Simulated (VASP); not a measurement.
# CsSnI3 (P4/mmm) in VASP: notebook

CsSnI3 is run at these levels: PBE; tasks: single point.

All numbers are computed with VASP 6.6.1; they aren't measurements. Logs are shortened: lines on timing, memory, paths and dates and some standing lists are left out, and cuts for length are marked.

### 1 The cell of the first run

It takes space group P4/mmm (No. 123, tetragonal). Conventional cell: a = 6.241 Å, b = 6.241 Å, c = 6.179 Å, α = 90.00°, β = 90.00°, γ = 90.00°. Cs (site symmetry 4/mmm) has 12 I at 4.39 to 4.41 Å and 8 Sn at 5.39 Å within 5.8 Å. Sn (site symmetry 4/mmm) has 6 I at 3.09 to 3.12 Å within 4.1 Å. I (site symmetry 4/mmm) has 2 Sn at 3.09 Å within 4.1 Å. I (site symmetry mmm) has 2 Sn at 3.12 Å within 4.1 Å.

### 2 Single point, PBE (uniaxial z strain -1.0%)

File INCAR:

```
SYSTEM = CsSnI3
  PREC = Accurate
  ENCUT = 520
  EDIFF = 1E-7
  ISMEAR = -1
  SIGMA = 0.02
  LREAL = .FALSE.
  LASPH = .TRUE.
  NELM = 100
  ALGO = Normal
  ISIF = 2
  LWAVE = .FALSE.
  LCHARG = .FALSE.
  GGA = PE
  NBANDS = 30
```

File KPOINTS:

```
Automatic mesh
0
G
  4 4 4
  0 0 0
```

File POSCAR:

```
CsSnI3
1.0
    6.2414907048      0.0000000000      0.0000000000
    0.0000000000      6.2414907048      0.0000000000
    0.0000000000      0.0000000000      6.1790757978
Cs Sn I
1 1 3
Direct
    0.0000000000      0.0000000000      0.0000000000
    0.5000000000      0.5000000000      0.5000000000
    0.5000000000      0.5000000000      0.0000000000
    0.5000000000      0.0000000000      0.5000000000
    0.0000000000      0.5000000000      0.5000000000
```

Potentials or basis: VASP PAW PBE potentials, release 64 (Cs_sv, Sn_d, I).

Started as:

```console
$ cat potpaw_PBE.64/Cs_sv/POTCAR potpaw_PBE.64/Sn_d/POTCAR potpaw_PBE.64/I/POTCAR > POTCAR
$ mpirun -np 1 vasp_std > vasp.out
```

OUTCAR:

```text
SYSTEM = CsSnI3
   PREC = Accurate
   ENCUT = 520
   EDIFF = 1E-7
   ISMEAR = -1
   LREAL = .FALSE.
   LASPH = .TRUE.
   NELM = 100
   ISIF = 2
   GGA = PE

 ion  position               nearest neighbor table
   1  0.000  0.000  0.000-
   2  0.500  0.500  0.500-   3 3.09   3 3.09   5 3.12   4 3.12   4 3.12   5 3.12
   3  0.500  0.500  0.000-   2 3.09   2 3.09
   4  0.500  0.000  0.500-   2 3.12   2 3.12
   5  0.000  0.500  0.500-   2 3.12   2 3.12

  LATTYP: Found a simple tetragonal cell.
 ALAT       =     6.2414907048
 C/A-ratio  =     0.9900000000

  Lattice vectors:

 A1 = (   6.2414907048,   0.0000000000,   0.0000000000)
 A2 = (   0.0000000000,   6.2414907048,   0.0000000000)
 A3 = (   0.0000000000,   0.0000000000,   6.1790757978)

Analysis of symmetry for initial positions (statically):
=====================================================================
 Subroutine PRICEL returns:
 Original cell was already a primitive cell.

 Routine SETGRP: Setting up the symmetry group for a
 simple tetragonal supercell.

 Subroutine GETGRP returns: Found 16 space group operations
 (whereof 16 operations were pure point group operations)
 out of a pool of 16 trial point group operations.

The static configuration has the point symmetry D_4h.

Analysis of symmetry for dynamics (positions and initial velocities):
=====================================================================
 Subroutine PRICEL returns:
 Original cell was already a primitive cell.

 Routine SETGRP: Setting up the symmetry group for a
 simple tetragonal supercell.

 Subroutine GETGRP returns: Found 16 space group operations
 (whereof 16 operations were pure point group operations)
 out of a pool of 16 trial point group operations.

The dynamic configuration has the point symmetry D_4h.

 Subroutine INISYM returns: Found 16 space group operations
 (whereof 16 operations are pure point group operations),
 and found     1 'primitive' translations

----------------------------------------------------------------------------------------

                                     Primitive cell

  volume of cell :     240.7134

  direct lattice vectors                    reciprocal lattice vectors
     6.241490705  0.000000000  0.000000000     0.160218135  0.000000000  0.000000000
     0.000000000  6.241490705  0.000000000     0.000000000  0.160218135  0.000000000
     0.000000000  0.000000000  6.179075798     0.000000000  0.000000000  0.161836500

  length of vectors
     6.241490705  6.241490705  6.179075798     0.160218135  0.160218135  0.161836500

  position of ions in fractional coordinates (direct lattice)
     0.000000000  0.000000000  0.000000000
     0.500000000  0.500000000  0.500000000
     0.500000000  0.500000000  0.000000000
     0.500000000  0.000000000  0.500000000
     0.000000000  0.500000000  0.500000000

  ion indices of the primitive-cell ions
   primitive index   ion index
                 1           1
                 2           2
                 3           3
                 4           4
                 5           5

----------------------------------------------------------------------------------------

 KPOINTS: Automatic mesh

Automatic generation of k-mesh.
 Grid dimensions read from file:
 generate k-points for:    4    4    4

 Generating k-lattice:

  Cartesian coordinates                     Fractional coordinates (reciprocal lattice)
     0.040054534  0.000000000  0.000000000     0.250000000  0.000000000  0.000000000
     0.000000000  0.040054534  0.000000000     0.000000000  0.250000000  0.000000000
     0.000000000  0.000000000  0.040459125     0.000000000  0.000000000  0.250000000

  Length of vectors
     0.040054534  0.040054534  0.040459125

  Shift w.r.t. Gamma in fractional coordinates (k-lattice)
     0.000000000  0.000000000  0.000000000

 Subroutine IBZKPT returns following result:
 ===========================================

 Found     18 irreducible k-points:

 Following reciprocal coordinates:
            Coordinates               Weight
  0.000000  0.000000  0.000000      1.000000
  0.250000  0.000000  0.000000      4.000000
  0.500000  0.000000  0.000000      2.000000
  0.250000  0.250000  0.000000      4.000000
  0.500000  0.250000  0.000000      4.000000
  0.500000  0.500000  0.000000      1.000000
[... 10 lines left out ...]
  0.500000  0.250000  0.500000      4.000000
  0.500000  0.500000  0.500000      1.000000
   k-points           NKPTS =     18   k-points in BZ     NKDIM =     18   number of bands    NBANDS=     30
   number of dos      NEDOS =    301   number of ions     NIONS =      5
   total plane-waves  NPLWV = 110592
   dimension x,y,z NGX =    48 NGY =   48 NGZ =   48
   dimension x,y,z NGXF=    96 NGYF=   96 NGZF=   96
   ions per type =               1   1   3
   NGX,Y,Z   is equivalent  to a cutoff of  12.79, 12.79, 12.91 a.u.
   NGXF,Y,Z  is equivalent  to a cutoff of  25.57, 25.57, 25.83 a.u.
 SYSTEM =  CsSnI3
   PREC   = accura    normal or accurate (medium, high low for compatibility)
   ISTART =      0    job   : 0-new  1-cont  2-samecut
   ICHARG =      2    charge: 1-file 2-atom 10-const
   ISPIN  =      1    spin polarized calculation?
   LNONCOLLINEAR =      F non collinear calculations
   LSORBIT =      F    spin-orbit coupling
   LASPH  =      T    aspherical Exc in radial PAW
   ENCUT  =  520.0 eV  38.22 Ry    6.18 a.u.  11.61 11.61 11.49*2*pi/ulx,y,z
   NELM   =    100;   NELMIN=  2; NELMDL= -5     # of ELM steps
   EDIFF  = 0.1E-06   stopping-criterion for ELM
   LREAL  =      F    real-space projection
   EDIFFG = 0.1E-05   stopping-criterion for IOM
   NSW    =      0    number of steps for IOM
   IBRION =     -1    ionic relax: 0-MD 1-quasi-New 2-CG
   NFREE  =      0    steps in history (QN), initial steepest desc. (CG)
   ISIF   =      2    stress and relaxation
   ISYM   =      2    0-nonsym 1-usesym 2-fastsym
   POTIM  = 0.5000    time-step for ionic-motion
   TEBEG  =    0.0;   TEEND  =   0.0 temperature during run
   PSTRESS=    0.0 pullay stress
   NELECT =      44.0000    total number of electrons
   NUPDOWN=      -1.0000    fix difference up-down
   EMIN   =  10.00;   EMAX   =-10.00  energy-range for DOS
   EFERMI =   0.00;   METHOD = LEGACY
   ISMEAR =    -1;   SIGMA  =   0.02  broadening in eV -4-tet -1-fermi 0-gaus
   EFERMI_NEDOS =   21; number of points for ismear=-14 and -15
   IALGO  =     38    algorithm
   IMIX   =      4    mixing-type and parameters
     AMIX     =   0.40;   BMIX     =  1.00
     AMIX_MAG =   1.60;   BMIX_MAG =  1.00
  volume/ion in A,a.u.               =      48.14       324.88
  Fermi-wavevector in a.u.,A,eV,Ry     =   0.929093  1.755730 11.744726  0.863213
  Thomas-Fermi vector in A             =   2.055339
   LORBIT       =      0    0 simple, 1 ext, 2 COOP (PROOUT), +10 PAW based schemes
   GGA     = PE    functional components
   LHFCALC =     F    Hartree Fock is set to
   AEXX    =    0.0000 exact exchange contribution
   IVDW    =     0    specifies the selected vdW correction
   LEPSILON=     F    determine dielectric tensor
   LRPA    =     F    only Hartree local field effects (RPA)
 non-spin polarized calculation
  energy-cutoff  :      520.00
  volume of cell :      240.71
 maximum number of plane-waves:      6531
 NGX is ok and might be reduce to    48
   NGX = 23   NGY = 23   NGZ = 23

 number of electron      43.9999983 magnetization

 Free energy of the ion-electron system (eV)
  ---------------------------------------------------
  ext. energy  EPLUGINS =         0.00000000
  ---------------------------------------------------
  free energy    TOTEN  =       -13.95264873 eV

  energy without entropy =      -13.95264194  energy(sigma->0) =      -13.95264533

 E-fermi :   2.9670     XC(G=0):  -7.4936

 val. band max:        2.8192678405   @ k =   0.5000   0.5000   0.5000
 cond. band min:       3.1289102792   @ k =   0.5000   0.5000   0.5000
 fundamental gap:      0.3096424388
 Fermi energy:         2.9669732095

 k-point     1 :       0.0000    0.0000    0.0000
  band No.  band energies     occupation
      1     -19.4841      2.00000
      2     -19.3137      2.00000
      3     -19.3136      2.00000
      4     -19.2960      2.00000
      5     -19.2942      2.00000
      6     -19.2942      2.00000
[... 22 lines left out ...]
     29       7.4202      0.00000
     30       7.4223      0.00000

 k-point     2 :       0.2500    0.0000    0.0000
  band No.  band energies     occupation
      1     -19.4839      2.00000
      2     -19.3137      2.00000
      3     -19.3129      2.00000
      4     -19.2960      2.00000
      5     -19.2942      2.00000
      6     -19.2942      2.00000
[... 22 lines left out ...]
     29       6.7963      0.00000
     30       7.3543      0.00000

 k-point     3 :       0.5000    0.0000    0.0000
  band No.  band energies     occupation
      1     -19.4837      2.00000
      2     -19.3137      2.00000
      3     -19.3122      2.00000
      4     -19.2961      2.00000
      5     -19.2943      2.00000
      6     -19.2942      2.00000
[... 22 lines left out ...]
     29       7.1600      0.00000
     30       7.2532      0.00000

 k-point     4 :       0.2500    0.2500    0.0000
  band No.  band energies     occupation
      1     -19.4837      2.00000
      2     -19.3134      2.00000
      3     -19.3125      2.00000
      4     -19.2961      2.00000
      5     -19.2942      2.00000
      6     -19.2942      2.00000
[... 418 lines left out ...]
     29       7.4387      0.00000
     30       7.4502      0.00000

 k-point    17 :       0.5000    0.2500    0.5000
  band No.  band energies     occupation
      1     -19.4832      2.00000
      2     -19.3122      2.00000
      3     -19.3114      2.00000
      4     -19.2962      2.00000
      5     -19.2945      2.00000
      6     -19.2944      2.00000
[... 22 lines left out ...]
     29       7.1323      0.00000
     30       7.7034      0.00000

 k-point    18 :       0.5000    0.5000    0.5000
  band No.  band energies     occupation
      1     -19.4830      2.00000
      2     -19.3115      2.00000
      3     -19.3114      2.00000
      4     -19.2962      2.00000
      5     -19.2945      2.00000
      6     -19.2945      2.00000
[... 22 lines left out ...]
     29       6.8412      0.00000
     30       7.9854      0.00000

------------------------ aborting loop because EDIFF is reached ----------------------------------------

  FORCE on cell =-STRESS in cart. coord.  units (eV):
  Direction    XX          YY          ZZ          XY          YZ          ZX
  --------------------------------------------------------------------------------------
  -------------------------------------------------------------------------------------
  Total        0.8268015      0.8268015      1.3949001      0.0000000      0.0000000      0.0000000
  in kB        5.5031537      5.5031537      9.2843926      0.0000000      0.0000000      0.0000000
  external PRESSURE =       6.7635667 kB  Pullay stress =       0.0000000 kB

 VOLUME and BASIS-vectors are now :
 -----------------------------------------------------------------------------
  energy-cutoff  :      520.00
  volume of cell :      240.71
      direct lattice vectors                 reciprocal lattice vectors
     6.241490705  0.000000000  0.000000000     0.160218135  0.000000000  0.000000000
     0.000000000  6.241490705  0.000000000     0.000000000  0.160218135  0.000000000
     0.000000000  0.000000000  6.179075798     0.000000000  0.000000000  0.161836500

 POSITION                                       TOTAL-FORCE (eV/Angst)
 -----------------------------------------------------------------------------------
      0.00000      0.00000      0.00000         0.000000      0.000000      0.000000
      3.12075      3.12075      3.08954         0.000000      0.000000      0.000000
      3.12075      3.12075      0.00000         0.000000      0.000000      0.000000
      3.12075      0.00000      3.08954         0.000000      0.000000      0.000000
      0.00000      3.12075      3.08954         0.000000      0.000000      0.000000
 -----------------------------------------------------------------------------------
    total drift:                                0.000000     -0.000000     -0.000000

  FREE ENERGIE OF THE ION-ELECTRON SYSTEM (eV)
  ---------------------------------------------------
  free  energy   TOTEN  =       -13.9526487332 eV

  energy  without entropy=      -13.9526419362  energy(sigma->0) =      -13.95264533
```

Run time: 3.2 min. Hardware: 1 thread of Oxide Virtual Turin-like, shared host; peak memory 0.36 GiB.

What came out:

- Free energy: -13.9526 eV
- Pressure: 0.7 GPa
- Band gap on the k mesh: 0.31 eV, direct

Stress tensor (GPa, compression positive):
```
0.55 0.00 0.00
0.00 0.55 0.00
0.00 0.00 0.93
```

Caveat: the cell differs from its parent crystal (uniaxial z strain -1.0%); spin-orbit coupling is left out, which moves the levels of the heavy elements.

### 3 Single point, PBE (uniaxial z strain +1.0%)

File INCAR:

```
  ALGO = Normal
  EDIFF = 1E-7
  ENCUT = 520
  GGA = PE
  ISIF = 2
  ISMEAR = -1
  LASPH = True
  LCHARG = True
  LELF = True
  LREAL = False
  LVHAR = True
  LWAVE = False
  NBANDS = 30
  NELM = 100
  PREC = Accurate
  SIGMA = 0.02
```

File KPOINTS:

```
k-points
0
Gamma
  4 4 4
```

POSCAR: that of step 2 with these lines changed.

```diff
@@ -4,3 +4,3 @@
     0.0000000000      6.2414907048      0.0000000000
-    0.0000000000      0.0000000000      6.1790757978
+    0.0000000000      0.0000000000      6.3039056119
 Cs Sn I
```

Potentials or basis: VASP PAW PBE potentials, release 64 (Cs_sv, Sn_d, I).

Started as:

```console
$ cat potpaw_PBE.64/Cs_sv/POTCAR potpaw_PBE.64/Sn_d/POTCAR potpaw_PBE.64/I/POTCAR > POTCAR
$ mpirun -np 1 vasp_std > vasp.out
```

Wall time 2.6 min (1 thread of Oxide Virtual Turin-like, shared host); peak memory 0.36 GiB.

Results (log left out):

```yaml
Free_energy: -13.9681 eV
Pressure: 0.3 GPa
Band_gap_on_the_k_mesh: 0.38 eV, direct
```

Stress tensor (GPa, compression positive):
```
0.43 0.00 0.00
0.00 0.43 0.00
0.00 0.00 0.10
```

Levels at points of the mesh, in eV from the valence-band top:
```csv
k point,band 18,band 19,band 20,band 21,band 22,band 23,band 24,band 25,band 26,band 27
"(0.00, 0.00, 0.00)",-2.17,-2.17,-2.03,-2.03,-2.03,2.29,3.26,3.28,3.60,3.60
"(0.50, 0.00, 0.00)",-2.41,-2.33,-2.15,-2.14,-1.46,1.17,3.81,4.03,4.18,4.33
"(0.50, 0.50, 0.00)",-2.48,-2.48,-2.38,-1.61,-0.69,0.85,0.85,3.85,4.30,4.46
"(0.00, 0.00, 0.50)",-2.39,-2.33,-2.14,-2.14,-1.53,1.16,3.76,4.02,4.33,4.34
"(0.50, 0.00, 0.50)",-2.47,-2.45,-2.38,-1.63,-0.76,0.83,0.88,4.04,4.30,4.46
"(0.50, 0.50, 0.50)",-2.37,-1.61,-1.61,-1.59,0.00,0.38,0.44,0.44,3.12,4.11
```

Caveat: the cell differs from its parent crystal (uniaxial z strain +1.0%); spin-orbit coupling is left out, which moves the levels of the heavy elements.

(Continued in part 2 of 2.)
